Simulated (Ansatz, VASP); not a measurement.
# Te in VASP and in Ansatz

```
Te
1.0
     4.44693    0.00000    0.00000
    -2.22346    3.85115    0.00000
     0.00000    0.00000    5.91492
Te
3
Direct
  0.27662 0.00617 0.17215
  0.00000 0.26900 0.83333
  0.73100 0.73100 0.50000
```

Change from the starting cell: one atom moved.

Alike in both runs: task single point; functional PBEsol; k mesh 9 × 9 × 6; occupations gaussian, width 0.05 eV; no spin polarisation.

|  | VASP | Ansatz |
| --- | --- | --- |
| version | VASP 6.6.1 | Ansatz 0.2.0 |
| potentials or method | VASP PAW PBE potentials, release 64 (Te), cutoff 520 eV | scalar-relativistic, plane waves, PAW |
| valence electrons in the cell | 18 | 48 |

Ansatz gave:

| Quantity | Value |
| --- | --- |
| gap on the k mesh at the Fermi level (eV) | 0.12 |
| least direct gap on the mesh (eV) | 0.12 |
| pressure (GPa) | -0.9 |
| traceless stress, the component that is largest in VASP (GPa) | 0.21 |
| rms of the force components (eV/Å) | 0.084 |

Estimate VASP's values.

gap on the k mesh at the Fermi level (eV): 0.10; least direct gap on the mesh (eV): 0.10; pressure (GPa): -0.8; traceless stress, the component that is largest in VASP (GPa): 0.25; rms of the force components (eV/Å): 0.094.

VASP's potentials were made for PBE, not for PBEsol. Atom by atom the forces differ by 0.013 eV/Å (rms over components). VASP's potentials hold 18 valence electrons a cell and Ansatz's 48, so a difference there can come from the potentials and not from the codes.

Neither program's run includes spin-orbit coupling.
